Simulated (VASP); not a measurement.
The system is Ga.

```xyz
1
Lattice="-1.4026 1.4026 2.3416 1.4026 -1.4026 2.3416 1.4026 1.4026 -2.3416" Properties=species:S:1:pos:R:3 pbc="T T T"
Ga    0.0000    0.0000    0.0000
```

This cell differs from its parent crystal: volume scaled by 1.04.

Base run:

- Program: VASP 6.6.1
- Functional: PBE
- Potentials or basis: VASP PAW PBE potentials, release 64 (Ga_d)
- Cutoff: 520 eV
- k mesh: 13 × 13 × 13
- Occupations: fermi-dirac, width 0.05 eV
- Spin: no spin polarisation

Its results: pressure 1.2 GPa.

After a change of settings the same cell gave: pressure -4.2 GPa. Which change was it?
A. functional from PBE to PBEsol; further incar settings from ALGO = Fast; EDIFF = 1e-06; NBANDS = 12 to ALGO = Normal; EDIFF = 1e-06; NBANDS = 12
B. functional from PBE to r2SCAN; further incar settings from ALGO = Fast; EDIFF = 1e-06; NBANDS = 12 to ALGO = Normal; EDIFF = 1e-06; NBANDS = 12
C. functional from PBE to LDA; potentials or basis from VASP PAW PBE potentials, release 64 (Ga_d) to VASP PAW LDA potentials, release 64 (Ga_d)

C.
